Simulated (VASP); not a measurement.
# Co (P6_3/mmc) in VASP: notebook

The runs below take Co through single point, with PBE, LDA.

Program: VASP 6.6.1. These are calculated values, not measurements. Logs are shortened: lines on timing, memory, paths and dates and some standing lists are left out, and cuts for length are marked.

## (1) The cell of the first run

It takes space group P6_3/mmc (No. 194, hexagonal). Conventional cell: a = 2.472 Å, b = 2.472 Å, c = 4.021 Å, α = 90.00°, β = 90.00°, γ = 120.00°. Co (site symmetry -6m2) has 12 Co at 2.47 Å within 3.3 Å.

## (2) Single point, PBE, collinear spin, ferromagnetic start

INCAR reads:

```
SYSTEM = Co
ALGO     = Normal         ! electronic algorithm
EDIFF    = 1E-6           ! SCF threshold, eV
ENCUT    = 690            ! plane-wave cutoff, eV
GGA      = PE             ! functional
GGA_COMPAT= .False.      
ISIF     = 2              ! what is computed and relaxed
ISMEAR   = 0              ! smearing method
ISPIN    = 2              ! spin polarisation
LASPH    = .True.         ! aspherical terms in the spheres
LCHARG   = .False.        ! write CHGCAR
LMAXMIX  = 4              ! l up to which the mixer works
LORBIT   = 11             ! projections on sites
LREAL    = .False.        ! projectors in reciprocal space
LWAVE    = .False.        ! write WAVECAR
MAGMOM   = 1.83 1.83      ! initial moments
NBANDS   = 28             ! bands
NELM     = 200            ! most SCF steps
PREC     = Accurate       ! precision mode
SIGMA    = 0.1            ! smearing width, eV
```

KPOINTS reads:

```
k-points
0
Gamma
  3 3 2
  0 0 0
```

POSCAR reads:

```
Co
1.0
    2.4719999032      0.0000000000      0.0000000000
   -1.2359999516      2.1408147143      0.0000000000
    0.0000000000      0.0000000000      4.0211440800
Co
2
Direct
    0.3333333333      0.6666666667      0.2500000000
    0.6666666667      0.3333333333      0.7500000000
```

Potentials or basis: VASP PAW PBE potentials, release 64 (Co_sv).

The run is started by

```
> cat potpaw_PBE.64/Co_sv/POTCAR > POTCAR
> mpirun -np 1 vasp_std > vasp.out
```

OUTCAR:

```text
SYSTEM = Co
   EDIFF = 1E-6
   ENCUT = 690
   GGA = PE
   ISIF = 2
   ISMEAR = 0
   ISPIN = 2
   LASPH = .True.
   LORBIT = 11
   LREAL = .False.
   NELM = 200
   PREC = Accurate

 ion  position               nearest neighbor table
   1  0.333  0.667  0.250-   2 2.47   2 2.47   2 2.47   2 2.47   2 2.47   2 2.47
   2  0.667  0.333  0.750-   1 2.47   1 2.47   1 2.47   1 2.47   1 2.47   1 2.47

  LATTYP: Found a hexagonal cell.
 ALAT       =     2.4719999032
 C/A-ratio  =     1.6266764715

  Lattice vectors:

 A1 = (   2.4719999032,   0.0000000000,   0.0000000000)
 A2 = (  -1.2359999516,   2.1408147143,   0.0000000000)
 A3 = (   0.0000000000,   0.0000000000,   4.0211440800)

Analysis of symmetry for initial positions (statically):
=====================================================================
 Subroutine PRICEL returns:
 Original cell was already a primitive cell.

 Routine SETGRP: Setting up the symmetry group for a
 hexagonal supercell.

 Subroutine GETGRP returns: Found 24 space group operations
 (whereof 12 operations were pure point group operations)
 out of a pool of 24 trial point group operations.

The static configuration has the point symmetry D_3d.
 The point group associated with its full space group is D_6h.

Analysis of symmetry for dynamics (positions and initial velocities):
=====================================================================
 Subroutine PRICEL returns:
 Original cell was already a primitive cell.

 Routine SETGRP: Setting up the symmetry group for a
 hexagonal supercell.

 Subroutine GETGRP returns: Found 24 space group operations
 (whereof 12 operations were pure point group operations)
 out of a pool of 24 trial point group operations.

The dynamic configuration has the point symmetry D_3d.
 The point group associated with its full space group is D_6h.

Analysis of structural, dynamic, and magnetic symmetry:
=====================================================================
 Subroutine PRICEL returns:
 Original cell was already a primitive cell.

 Routine SETGRP: Setting up the symmetry group for a
 hexagonal supercell.

 Subroutine GETGRP returns: Found 24 space group operations
 (whereof 12 operations were pure point group operations)
 out of a pool of 24 trial point group operations.

The overall configuration has the point symmetry D_3d.
 The point group associated with its full space group is D_6h.

 Subroutine INISYM returns: Found 24 space group operations
 (whereof 12 operations are pure point group operations),
 and found     1 'primitive' translations

----------------------------------------------------------------------------------------

                                     Primitive cell

  volume of cell :      21.2803

  direct lattice vectors                    reciprocal lattice vectors
     2.471999903  0.000000000  0.000000000     0.404530760  0.233555943  0.000000000
    -1.235999952  2.140814714  0.000000000     0.000000000  0.467111887  0.000000000
     0.000000000  0.000000000  4.021144080     0.000000000  0.000000000  0.248685444

  length of vectors
     2.471999903  2.471999903  4.021144080     0.467111887  0.467111887  0.248685444

  position of ions in fractional coordinates (direct lattice)
     0.333333333  0.666666667  0.250000000
     0.666666667  0.333333333  0.750000000

  ion indices of the primitive-cell ions
   primitive index   ion index
                 1           1
                 2           2

----------------------------------------------------------------------------------------

 KPOINTS: k-points

Automatic generation of k-mesh.
 Grid dimensions read from file:
 generate k-points for:    3    3    2

 Generating k-lattice:

  Cartesian coordinates                     Fractional coordinates (reciprocal lattice)
     0.134843587  0.077851981  0.000000000     0.333333333 -0.000000000  0.000000000
     0.000000000  0.155703962  0.000000000     0.000000000  0.333333333  0.000000000
     0.000000000  0.000000000  0.124342722     0.000000000  0.000000000  0.500000000

  Length of vectors
     0.155703962  0.155703962  0.124342722

  Shift w.r.t. Gamma in fractional coordinates (k-lattice)
     0.000000000  0.000000000  0.000000000

 Subroutine IBZKPT returns following result:
 ===========================================

 Found      6 irreducible k-points:

 Following reciprocal coordinates:
            Coordinates               Weight
  0.000000  0.000000  0.000000      1.000000
  0.333333 -0.000000  0.000000      6.000000
  0.333333  0.333333  0.000000      2.000000
  0.000000  0.000000  0.500000      1.000000
  0.333333 -0.000000  0.500000      6.000000
  0.333333  0.333333  0.500000      2.000000
   k-points           NKPTS =      6   k-points in BZ     NKDIM =      6   number of bands    NBANDS=     28
   number of dos      NEDOS =    301   number of ions     NIONS =      2
   total plane-waves  NPLWV =  20736
   dimension x,y,z NGX =    24 NGY =   24 NGZ =   36
   dimension x,y,z NGXF=    48 NGYF=   48 NGZF=   72
   ions per type =               2
   NGX,Y,Z   is equivalent  to a cutoff of  16.14, 16.14, 14.88 a.u.
   NGXF,Y,Z  is equivalent  to a cutoff of  32.28, 32.28, 29.77 a.u.
 SYSTEM =  Co
   PREC   = accura    normal or accurate (medium, high low for compatibility)
   ISTART =      0    job   : 0-new  1-cont  2-samecut
   ICHARG =      2    charge: 1-file 2-atom 10-const
   ISPIN  =      2    spin polarized calculation?
   LNONCOLLINEAR =      F non collinear calculations
   LSORBIT =      F    spin-orbit coupling
   LASPH  =      T    aspherical Exc in radial PAW
   ENCUT  =  690.0 eV  50.71 Ry    7.12 a.u.   5.29  5.29  8.61*2*pi/ulx,y,z
   NELM   =    200;   NELMIN=  2; NELMDL= -5     # of ELM steps
   EDIFF  = 0.1E-05   stopping-criterion for ELM
   LREAL  =      F    real-space projection
   EDIFFG = 0.1E-04   stopping-criterion for IOM
   NSW    =      0    number of steps for IOM
   IBRION =     -1    ionic relax: 0-MD 1-quasi-New 2-CG
   NFREE  =      0    steps in history (QN), initial steepest desc. (CG)
   ISIF   =      2    stress and relaxation
   ISYM   =      2    0-nonsym 1-usesym 2-fastsym
   POTIM  = 0.5000    time-step for ionic-motion
   TEBEG  =    0.0;   TEEND  =   0.0 temperature during run
   PSTRESS=    0.0 pullay stress
   NELECT =      34.0000    total number of electrons
   NUPDOWN=      -1.0000    fix difference up-down
   EMIN   =  10.00;   EMAX   =-10.00  energy-range for DOS
   EFERMI =   0.00;   METHOD = LEGACY
   ISMEAR =     0;   SIGMA  =   0.10  broadening in eV -4-tet -1-fermi 0-gaus
   EFERMI_NEDOS =   21; number of points for ismear=-14 and -15
   IALGO  =     38    algorithm
   IMIX   =      4    mixing-type and parameters
     AMIX     =   0.40;   BMIX     =  1.00
     AMIX_MAG =   1.60;   BMIX_MAG =  1.00
  volume/ion in A,a.u.               =      10.64        71.80
  Fermi-wavevector in a.u.,A,eV,Ry     =   1.913854  3.616659 49.835912  3.662836
  Thomas-Fermi vector in A             =   2.949907
   LORBIT       =     11    0 simple, 1 ext, 2 COOP (PROOUT), +10 PAW based schemes
   GGA     = PE    functional components
   LHFCALC =     F    Hartree Fock is set to
   AEXX    =    0.0000 exact exchange contribution
   IVDW    =     0    specifies the selected vdW correction
   LEPSILON=     F    determine dielectric tensor
   LRPA    =     F    only Hartree local field effects (RPA)
 spin polarized calculation
 Gauss-broadening in eV      SIGMA  =   0.10
  energy-cutoff  :      690.00
  volume of cell :       21.28
 maximum number of plane-waves:       885
 NGX is ok and might be reduce to    24
   NGX = 11   NGY = 11   NGZ = 17

 number of electron      34.0000034 magnetization       3.0462806

 Free energy of the ion-electron system (eV)
  ---------------------------------------------------
  ext. energy  EPLUGINS =         0.00000000
  ---------------------------------------------------
  free energy    TOTEN  =       -13.97998809 eV

  energy without entropy =      -13.95988210  energy(sigma->0) =      -13.96993510

 E-fermi :  12.1240     XC(G=0): -14.0374

 val. band max:       12.0735619878   @ k =   0.3333  -0.0000   0.5000
 cond. band min:      12.1394093074   @ k =   0.0000   0.0000   0.0000
 fundamental gap:      0.0658473195
 Fermi energy:        12.1239537803

 spin component 1

 k-point     1 :       0.0000    0.0000    0.0000
  band No.  band energies     occupation
      1     -83.8338      1.00000
      2     -83.7740      1.00000
      3     -47.1726      1.00000
      4     -46.9563      1.00000
      5     -46.9563      1.00000
      6     -46.9076      1.00000
[... 20 lines left out ...]
     27      38.4244      0.00000
     28      38.4244      0.00000
[... 125 lines left out ...]
 k-point     6 :       0.3333    0.3333    0.5000
  band No.  band energies     occupation
      1     -83.7605      1.00000
      2     -83.7605      1.00000
      3     -47.1601      1.00000
      4     -47.1601      1.00000
      5     -47.1107      1.00000
      6     -47.1107      1.00000
[... 20 lines left out ...]
     27      35.8871      0.00000
     28      35.8871      0.00000
 Fermi energy:        12.1239537803

 spin component 2

 k-point     1 :       0.0000    0.0000    0.0000
  band No.  band energies     occupation
      1     -81.8459      1.00000
      2     -81.7814      1.00000
      3     -45.3900      1.00000
      4     -45.0147      1.00000
      5     -44.9448      1.00000
      6     -44.9448      1.00000
[... 20 lines left out ...]
     27      38.7203      0.00000
     28      38.7203      0.00000
[... 125 lines left out ...]
 k-point     6 :       0.3333    0.3333    0.5000
  band No.  band energies     occupation
      1     -81.7675      1.00000
      2     -81.7675      1.00000
      3     -45.2462      1.00000
      4     -45.2462      1.00000
      5     -45.1121      1.00000
      6     -45.1121      1.00000
[... 20 lines left out ...]
     27      35.9403      0.00000
     28      35.9403      0.00000

------------------------ aborting loop because EDIFF is reached ----------------------------------------

  FORCE on cell =-STRESS in cart. coord.  units (eV):
  Direction    XX          YY          ZZ          XY          YZ          ZX
  --------------------------------------------------------------------------------------
  -------------------------------------------------------------------------------------
  Total        1.4403131      1.4403131     -0.7921985      0.0000000      0.0000000     -0.0000000
  in kB      108.4402022    108.4402022    -59.6440952      0.0000000      0.0000000     -0.0000000
  external PRESSURE =      52.4121031 kB  Pullay stress =       0.0000000 kB

 VOLUME and BASIS-vectors are now :
 -----------------------------------------------------------------------------
  energy-cutoff  :      690.00
  volume of cell :       21.28
      direct lattice vectors                 reciprocal lattice vectors
     2.471999903  0.000000000  0.000000000     0.404530760  0.233555943  0.000000000
    -1.235999952  2.140814714  0.000000000     0.000000000  0.467111887  0.000000000
     0.000000000  0.000000000  4.021144080     0.000000000  0.000000000  0.248685444

 POSITION                                       TOTAL-FORCE (eV/Angst)
 -----------------------------------------------------------------------------------
     -0.00000      1.42721      1.00529        -0.000000     -0.000000      0.000000
      1.23600      0.71360      3.01586         0.000000      0.000000      0.000000
 -----------------------------------------------------------------------------------
    total drift:                               -0.000000      0.000000     -0.000000

  FREE ENERGIE OF THE ION-ELECTRON SYSTEM (eV)
  ---------------------------------------------------
  free  energy   TOTEN  =       -13.9799880943 eV

  energy  without entropy=      -13.9598821027  energy(sigma->0) =      -13.96993510

 total charge

# of ion       s       p       d       tot
------------------------------------------
    1        2.249   6.135   6.674  15.058
    2        2.249   6.135   6.674  15.058
--------------------------------------------------
tot          4.497  12.270  13.348  30.115

 magnetization (x)

# of ion       s       p       d       tot
------------------------------------------
    1       -0.007  -0.020   1.640   1.613
    2       -0.007  -0.020   1.640   1.613
--------------------------------------------------
tot         -0.015  -0.039   3.279   3.225
```

Wall time 14 s (1 thread of Intel Xeon Platinum 8259CL at 2.50GHz (Skylake/Cascade Lake), shared host); peak memory 0.16 GiB.

What came out:

```
Free energy                                           : -13.9800 eV
Pressure                                              : 5.2 GPa
Net moment                                            : 3.05 μB per cell
Site moments                                          : Co +1.61 μB
Valence electrons inside the program's atomic spheres : Co 15.06
```

Caveat: the k points lie up to 0.98 Å⁻¹ apart, too coarse for converged energies, forces and pressures.

[end of part 1 of 2]
